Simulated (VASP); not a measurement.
Crystal: Ta2N.

```
CELL_PARAMETERS angstrom
3.13348 0.00000 0.00000
-1.56674 2.71367 0.00000
0.00000 0.00000 4.90209
ATOMIC_POSITIONS crystal
Ta 0.33333 0.66667 0.25471
Ta 0.66667 0.33333 0.74529
N 0.00000 0.00000 0.00000
```

Base run:

| Property | Result |
| --- | --- |
| Program | VASP 6.6.1 |
| Functional | LDA |
| Potentials or basis | VASP PAW LDA potentials, release 64 (Ta_pv, N) |
| Cutoff | 520 eV |
| k mesh | 10 × 10 × 6 |
| Occupations | fermi-dirac, width 0.05 eV |
| Spin | no spin polarisation |

Its results: pressure -18.1 GPa; largest force 0.509 eV/Å.

Task: The run is repeated on the same cell with these changes: potentials or basis from VASP PAW LDA potentials, release 64 (Ta_pv, N) to VASP PAW LDA potentials, release 64 (Ta_sv_GW, N); cutoff from 520 eV to 600 eV; further incar settings from ALGO = Normal; EDIFF = 1e-06; NBANDS = 20 to ALGO = Normal; EDIFF = 1e-06; NBANDS = 22; valence electrons from 27 to 31. What comes out?

Result: Pressure -18.6 GPa; largest force 0.520 eV/Å.
